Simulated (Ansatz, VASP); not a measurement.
# SnO2: VASP beside Ansatz

```
Sn O
1.0
     0.00000    2.60802    2.60802
     2.60802    0.00000    2.60802
     2.60802    2.60802    0.00000
Sn O
1 2
Direct
  0.00000 0.00000 0.00000
  0.75000 0.75000 0.75000
  0.25000 0.25000 0.25000
```

Alike in both runs: task single point; functional LDA; k mesh 9 × 9 × 9; occupations fermi-dirac, width 0.05 eV; no spin polarisation.

|  | VASP | Ansatz |
| --- | --- | --- |
| version | VASP 6.6.1 | Ansatz 0.2.0 |
| potentials or method | VASP PAW LDA potentials, release 64 (Sn_d, O) | Ansatz PAW |
| plane-wave cutoff (eV) | 520 | 420 |
| valence electrons in the cell | 26 | 26 |

Ansatz gave:

| Property | Result |
| --- | --- |
| gap on the k mesh at the Fermi level (eV) | none |
| pressure (GPa) | -18.0 |

Problem. Which values does VASP return?

Solution. gap on the k mesh at the Fermi level (eV): none; pressure (GPa): -17.4.

LDA's correlation is that of Perdew and Zunger in VASP and of Perdew and Wang (1992) in Ansatz. A gap of «none» marks a metal or a gap that the smearing closes.

Noted on Ansatz's run: Pulay correction over one GPa.
